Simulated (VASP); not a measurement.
# SrO (Fm-3m) in VASP: notebook, part 2 of 2

VASP 6.6.1. The steps go on from the part before.

**4. Electric field gradients, PBE (volume scaled by 0.98)**

INCAR

```
ALGO = Normal
EDIFF = 1E-8
ENCUT = 520
GGA = PE
ISIF = 2
ISMEAR = -1
LASPH = T
LCHARG = F
LEFG = T
LREAL = F
LWAVE = F
NBANDS = 15
NELM = 100
PREC = Accurate
SIGMA = 0.02
```

KPOINTS

```
k-points
0
Gamma
  8 8 8
```

POSCAR

```
SrO
1.0
    0.0000000000      2.5525525005      2.5525525005
    2.5525525005      0.0000000000      2.5525525005
    2.5525525005      2.5525525005      0.0000000000
Sr O
1 1
Direct
    0.0000000000      0.0000000000      0.0000000000
    0.5000000000      0.5000000000      0.5000000000
```

Potentials or basis: VASP PAW PBE potentials, release 64 (Sr_sv, O).

Launch:

```
cat potpaw_PBE.64/Sr_sv/POTCAR potpaw_PBE.64/O/POTCAR > POTCAR
mpirun -np 1 vasp_std > vasp.out
```

OUTCAR:

```text
EDIFF = 1E-8
   ENCUT = 520
   GGA = PE
   ISIF = 2
   ISMEAR = -1
   LASPH = T
   LREAL = F
   NELM = 100
   PREC = Accurate

 ion  position               nearest neighbor table
   1  0.000  0.000  0.000-   2 2.55   2 2.55   2 2.55   2 2.55   2 2.55   2 2.55
   2  0.500  0.500  0.500-   1 2.55   1 2.55   1 2.55   1 2.55   1 2.55   1 2.55

  LATTYP: Found a face centered cubic cell.
 ALAT       =     5.1051050010

  Lattice vectors:

 A1 = (   0.0000000000,   2.5525525005,   2.5525525005)
 A2 = (   2.5525525005,   0.0000000000,   2.5525525005)
 A3 = (   2.5525525005,   2.5525525005,   0.0000000000)

Analysis of symmetry for initial positions (statically):
=====================================================================
 Subroutine PRICEL returns:
 Original cell was already a primitive cell.

 Routine SETGRP: Setting up the symmetry group for a
 face centered cubic supercell.

 Subroutine GETGRP returns: Found 48 space group operations
 (whereof 48 operations were pure point group operations)
 out of a pool of 48 trial point group operations.

The static configuration has the point symmetry O_h .

Analysis of symmetry for dynamics (positions and initial velocities):
=====================================================================
 Subroutine PRICEL returns:
 Original cell was already a primitive cell.

 Routine SETGRP: Setting up the symmetry group for a
 face centered cubic supercell.

 Subroutine GETGRP returns: Found 48 space group operations
 (whereof 48 operations were pure point group operations)
 out of a pool of 48 trial point group operations.

The dynamic configuration has the point symmetry O_h .

 Subroutine INISYM returns: Found 48 space group operations
 (whereof 48 operations are pure point group operations),
[... 165 lines left out ...]
     14      10.2409      0.00000
[... 401 lines left out ...]
      2     -14.5803      2.00000
      3     -12.5770      2.00000
      4     -12.4077      2.00000
      5     -11.3340      2.00000
      6       0.1670      2.00000
      7       0.8823      2.00000
      8       0.9704      2.00000
      9       8.2138      0.00000
     10       8.5863      0.00000
     11      11.2523      0.00000
     12      11.3955      0.00000
     13      13.5551      0.00000
     14      14.9165      0.00000
     15      15.3906      0.00000

 [... further k-points ...]
[... 5 lines left out ...]
  --------------------------------------------------------------------------------------
  -------------------------------------------------------------------------------------
  Total        1.1672430      1.1672430      1.1672430      0.0000000     -0.0000000      0.0000000
  in kB       56.2234906     56.2234906     56.2234906      0.0000000     -0.0000000      0.0000000
  external PRESSURE =      56.2234906 kB  Pullay stress =       0.0000000 kB

 VOLUME and BASIS-vectors are now :
 -----------------------------------------------------------------------------
  energy-cutoff  :      520.00
  volume of cell :       33.26
      direct lattice vectors                 reciprocal lattice vectors
     0.000000000  2.552552501  2.552552501    -0.195882357  0.195882357  0.195882357
     2.552552501  0.000000000  2.552552501     0.195882357 -0.195882357  0.195882357
     2.552552501  2.552552501  0.000000000     0.195882357  0.195882357 -0.195882357

 POSITION                                       TOTAL-FORCE (eV/Angst)
 -----------------------------------------------------------------------------------
      0.00000      0.00000      0.00000         0.000000     -0.000000      0.000000
      2.55255      2.55255      2.55255         0.000000      0.000000      0.000000
 -----------------------------------------------------------------------------------
    total drift:                                0.000000      0.000000      0.000000

  FREE ENERGIE OF THE ION-ELECTRON SYSTEM (eV)
  ---------------------------------------------------
  free  energy   TOTEN  =       -12.0205532802 eV

  energy  without entropy=      -12.0205532802  energy(sigma->0) =      -12.02055328

 Electric field gradients (V/A^2)
---------------------------------------------------------------------
 ion       V_xx      V_yy      V_zz      V_xy      V_xz      V_yz
---------------------------------------------------------------------
   1       0.000    -0.000     0.000     0.000     0.000     0.000
   2      -0.000     0.000     0.000    -0.001    -0.001    -0.001
---------------------------------------------------------------------

 Electric field gradients after diagonalization (V/A^2)
 (convention: |V_zz| > |V_xx| > |V_yy|)
----------------------------------------------------------------------
 ion       V_xx      V_yy      V_zz     asymmetry (V_yy - V_xx)/ V_zz
----------------------------------------------------------------------
   1      -0.000    -0.000     0.000       0.000
   2       0.001     0.001    -0.002       0.000
----------------------------------------------------------------------

           NMR quadrupolar parameters

 Cq : quadrupolar parameter    Cq=e*Q*V_zz/h
 eta: asymmetry parameters     (V_yy - V_xx)/ V_zz
 Q  : nuclear electric quadrupole moment in mb (millibarn)
----------------------------------------------------------------------
 ion       Cq(MHz)       eta       Q (mb)
----------------------------------------------------------------------
   1       0.000       0.000       1.000
   2      -0.000       0.000       1.000
----------------------------------------------------------------------
```

OSZICAR:

```text
N       E                     dE             d eps       ncg     rms          rms(c)
DAV:   1     0.642552972829E+02    0.64255E+02   -0.85229E+03   870   0.105E+03
DAV:   2    -0.111443579854E+02   -0.75400E+02   -0.68855E+02  1194   0.217E+02
DAV:   3    -0.141661820379E+02   -0.30218E+01   -0.30058E+01  1135   0.386E+01
DAV:   4    -0.142275263579E+02   -0.61344E-01   -0.61340E-01  1079   0.537E+00
DAV:   5    -0.142291443138E+02   -0.16180E-02   -0.16180E-02  1091   0.700E-01    0.172E+01
DAV:   6    -0.121608111637E+02    0.20683E+01   -0.65728E+00   891   0.197E+01    0.202E+01
DAV:   7    -0.120292077443E+02    0.13160E+00   -0.28091E-01  1024   0.476E+00    0.118E+01
DAV:   8    -0.120184225830E+02    0.10785E-01   -0.11472E-01  1101   0.336E+00    0.499E-01
DAV:   9    -0.120199341658E+02   -0.15116E-02   -0.54976E-03  1112   0.473E-01    0.230E-01
DAV:  10    -0.120204052864E+02   -0.47112E-03   -0.45100E-04   933   0.196E-01    0.790E-02
DAV:  11    -0.120205360075E+02   -0.13072E-03   -0.12541E-04   954   0.831E-02    0.264E-02
DAV:  12    -0.120205533809E+02   -0.17373E-04   -0.26418E-05   905   0.379E-02    0.189E-02
DAV:  13    -0.120205535188E+02   -0.13791E-06   -0.12173E-06   968   0.971E-03    0.324E-03
DAV:  14    -0.120205532745E+02    0.24431E-06   -0.10354E-07  1164   0.242E-03    0.243E-03
DAV:  15    -0.120205532802E+02   -0.56855E-08   -0.63164E-09   761   0.746E-04
   1 F= -.12020553E+02 E0= -.12020553E+02  d E =-.978164E-14
```

stdout:

```text
POSCAR found type information on POSCAR SrO
 POSCAR found :  2 types and       2 ions
 scaLAPACK will be used
 LDA part: xc-table for (Slater+PW92), standard interpolation
 POSCAR, INCAR and KPOINTS ok, starting setup
 FFT: planning ... GRIDC
 FFT: planning ... GRID_SOFT
 FFT: planning ... GRID
 WAVECAR not read
 entering main loop
ion   1

ion   2
```

It took 15 s on 1 thread of Intel Xeon Platinum 8259CL at 2.50GHz (Skylake/Cascade Lake), shared host; peak memory 0.16 GiB.

What came out:

```yaml
Free_energy: -12.0206 eV
Pressure: 5.6 GPa
Band_gap_on_the_k_mesh: 3.25 eV, indirect (least direct gap 3.32 eV)
```

Caveat: without QUAD_EFG the Cq values of the log hold for a quadrupole moment of 1 mb, not for the nuclei.

**5. Electric field gradients, PBE (volume scaled by 0.96)**

INCAR

```
SYSTEM = SrO
ALGO = Normal
EDIFF = 1E-8
ENCUT = 520
GGA = PE
ISIF = 2
ISMEAR = -1
LASPH = .True.
LCHARG = .False.
LEFG = .True.
LREAL = .False.
LWAVE = .False.
NBANDS = 15
NELM = 60
PREC = Accurate
SIGMA = 0.02
```

KPOINTS

```
k-points
0
Gamma
  8 8 8
  0 0 0
```

POSCAR

```
SrO
1.0
    0.0000000000      2.5350687154      2.5350687154
    2.5350687154      0.0000000000      2.5350687154
    2.5350687154      2.5350687154      0.0000000000
Sr O
1 1
Direct
    0.0000000000      0.0000000000      0.0000000000
    0.5000000000      0.5000000000      0.5000000000
```

Potentials or basis: VASP PAW PBE potentials, release 64 (Sr_sv, O).

Launch:

```
cat potpaw_PBE.64/Sr_sv/POTCAR potpaw_PBE.64/O/POTCAR > POTCAR
mpirun -np 1 vasp_std > vasp.out
```

OUTCAR:

```text
SYSTEM = SrO
   EDIFF = 1E-8
   ENCUT = 520
   GGA = PE
   ISIF = 2
   ISMEAR = -1
   LASPH = .True.
   LREAL = .False.
   NELM = 60
   PREC = Accurate

 ion  position               nearest neighbor table
   1  0.000  0.000  0.000-   2 2.54   2 2.54   2 2.54   2 2.54   2 2.54   2 2.54
   2  0.500  0.500  0.500-   1 2.54   1 2.54   1 2.54   1 2.54   1 2.54   1 2.54

  LATTYP: Found a face centered cubic cell.
 ALAT       =     5.0701374308

  Lattice vectors:

 A1 = (   0.0000000000,   2.5350687154,   2.5350687154)
[... 644 lines left out ...]
  ---------------------------------------------------
  free  energy   TOTEN  =       -11.9913762261 eV

  energy  without entropy=      -11.9913762261  energy(sigma->0) =      -11.99137623

 Electric field gradients (V/A^2)
---------------------------------------------------------------------
 ion       V_xx      V_yy      V_zz      V_xy      V_xz      V_yz
---------------------------------------------------------------------
   1       0.000     0.000    -0.000     0.000     0.000     0.000
   2      -0.000    -0.000     0.000    -0.002    -0.002    -0.002
---------------------------------------------------------------------

 Electric field gradients after diagonalization (V/A^2)
 (convention: |V_zz| > |V_xx| > |V_yy|)
----------------------------------------------------------------------
 ion       V_xx      V_yy      V_zz     asymmetry (V_yy - V_xx)/ V_zz
----------------------------------------------------------------------
   1      -0.000    -0.000     0.000       0.000
   2       0.002     0.002    -0.003       0.000
----------------------------------------------------------------------

           NMR quadrupolar parameters

 Cq : quadrupolar parameter    Cq=e*Q*V_zz/h
 eta: asymmetry parameters     (V_yy - V_xx)/ V_zz
 Q  : nuclear electric quadrupole moment in mb (millibarn)
----------------------------------------------------------------------
 ion       Cq(MHz)       eta       Q (mb)
----------------------------------------------------------------------
   1       0.000       0.000       1.000
   2      -0.000       0.000       1.000
----------------------------------------------------------------------
```

OSZICAR:

```text
N       E                     dE             d eps       ncg     rms          rms(c)
DAV:   1     0.676868120306E+02    0.67687E+02   -0.85977E+03   870   0.106E+03
DAV:   2    -0.111083211104E+02   -0.78795E+02   -0.72242E+02  1208   0.218E+02
DAV:   3    -0.141483173306E+02   -0.30400E+01   -0.30246E+01  1092   0.391E+01
DAV:   4    -0.142056449501E+02   -0.57328E-01   -0.57319E-01  1087   0.549E+00
DAV:   5    -0.142074559964E+02   -0.18110E-02   -0.18110E-02  1048   0.789E-01    0.179E+01
DAV:   6    -0.121248492762E+02    0.20826E+01   -0.64976E+00   891   0.198E+01    0.210E+01
DAV:   7    -0.120000210883E+02    0.12483E+00   -0.26857E-01  1045   0.470E+00    0.122E+01
DAV:   8    -0.119891648850E+02    0.10856E-01   -0.11160E-01  1115   0.331E+00    0.570E-01
DAV:   9    -0.119907596570E+02   -0.15948E-02   -0.52904E-03  1090   0.471E-01    0.229E-01
DAV:  10    -0.119912401697E+02   -0.48051E-03   -0.46210E-04   919   0.197E-01    0.728E-02
DAV:  11    -0.119913598225E+02   -0.11965E-03   -0.11344E-04   933   0.794E-02    0.261E-02
DAV:  12    -0.119913762354E+02   -0.16413E-04   -0.25068E-05   905   0.371E-02    0.162E-02
DAV:  13    -0.119913764379E+02   -0.20255E-06   -0.10663E-06   996   0.909E-03    0.319E-03
DAV:  14    -0.119913762184E+02    0.21949E-06   -0.85922E-08  1150   0.222E-03    0.250E-03
DAV:  15    -0.119913762261E+02   -0.77121E-08   -0.53250E-09   729   0.683E-04
   1 F= -.11991376E+02 E0= -.11991376E+02  d E =-.382448E-13
```

stdout:

```text
POSCAR found type information on POSCAR SrO
 POSCAR found :  2 types and       2 ions
 scaLAPACK will be used
 LDA part: xc-table for (Slater+PW92), standard interpolation
 POSCAR, INCAR and KPOINTS ok, starting setup
 FFT: planning ... GRIDC
 FFT: planning ... GRID_SOFT
 FFT: planning ... GRID
 WAVECAR not read
 entering main loop
ion   1

ion   2
```

Wall time 15 s (1 thread of Intel Xeon Platinum 8259CL at 2.50GHz (Skylake/Cascade Lake), shared host); peak memory 0.16 GiB.

What came out:

* Free energy: -11.9914 eV
* Pressure: 8.0 GPa
* Band gap on the k mesh: 3.24 eV, indirect (least direct gap 3.29 eV)

Levels at points of the mesh, in eV from the valence-band top:
```tsv
k point	band 6	band 7	band 8	band 9	band 10	band 11
(0.00, 0.00, 0.00)	0.00	0.00	0.00	4.29	6.30	6.30
(0.50, 0.00, 0.00)	-2.25	-1.22	-1.22	6.74	8.80	9.09
(0.50, 0.50, 0.00)	-0.35	-0.06	-0.06	3.24	8.13	10.45
```

Caveat: without QUAD_EFG the Cq values of the log hold for a quadrupole moment of 1 mb, not for the nuclei. A k mesh can miss the band edges.

**6. The runs side by side**

| cell | gap on the mesh (eV) | pressure (GPa) |
| --- | --- | --- |
| a = 3.604 Å, angles 60.0°, 2 atoms | 3.25 | 6.2 |
| a = 3.610 Å, angles 60.0°, 2 atoms | 3.25 | 5.6 |
| a = 3.585 Å, angles 60.0°, 2 atoms | 3.24 | 8.0 |

Alike in all rows: task electric field gradients; level PBE; potentials or basis VASP PAW PBE potentials, release 64 (Sr_sv, O); no spin polarisation; k mesh 8 × 8 × 8; cutoff (eV) 520; smearing fermi-dirac 0.02 eV.

Absolute energies hang on the potentials; compare differences alone.
